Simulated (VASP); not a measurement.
## SiSnTe3: single point with PBE

SiSnTe3:

```
CELL_PARAMETERS angstrom
6.26838 0.00000 0.00000
0.00000 6.26838 0.00000
0.00000 0.00000 4.40131
ATOMIC_POSITIONS crystal
Si 0.00000 0.00000 0.50000
Sn 0.50000 0.50000 0.00000
Te 0.00000 0.50000 0.50000
Te 0.50000 0.00000 0.50000
Te 0.50000 0.50000 0.50000
```

| Item | Value |
| --- | --- |
| Program | VASP 6.6.1 |
| Task | single point |
| Functional | PBE |
| Potentials or basis | VASP PAW PBE potentials, release 64 (Si, Sn_d, Te) |
| Cutoff | 500 eV |
| k mesh | 4 × 4 × 4 |
| Occupations | gaussian, width 0.1 eV |
| Spin | no spin polarisation |
| Dipole correction | no |
| Further INCAR settings | ALGO = Normal; EDIFF = 1e-06; NBANDS = 26 |

```yaml
Pressure: 15.9 GPa
Band_gap_on_the_k_mesh: zero (band 18 reaches 6.03 eV, above the bottom of band 19 at 4.41 eV)
```

Stress tensor (GPa, compression positive):
```
-1.32  0.00  0.00
 0.00 -1.32  0.00
 0.00  0.00 50.36
```

Levels at points of the mesh, in eV from the Fermi level:
| k point | band 16 | band 17 | band 18 | band 19 | band 20 | band 21 |
| --- | --- | --- | --- | --- | --- | --- |
| (0.00, 0.00, 0.00) | -0.91 | -0.37 | 1.13 | 1.13 | 1.84 | 2.55 |
| (0.50, 0.00, 0.00) | -0.94 | -0.48 | -0.42 | 0.81 | 1.18 | 1.44 |
| (0.50, 0.50, 0.00) | -1.16 | -0.74 | -0.74 | -0.50 | 0.25 | 0.25 |
| (0.00, 0.00, 0.50) | -1.97 | -1.25 | -1.25 | 0.44 | 2.21 | 2.21 |
| (0.50, 0.00, 0.50) | -1.78 | -1.19 | -0.32 | -0.11 | 0.97 | 1.03 |
| (0.50, 0.50, 0.50) | -1.62 | -0.97 | -0.91 | -0.23 | 0.52 | 0.52 |

Wall time 82 s on 1 thread of AMD EPYC 7R43 64-Core Processor (Zen 3), with other jobs on the host, peak memory 0.25 GiB.

Caveat: spin-orbit coupling is left out, which moves the levels of the heavy elements.
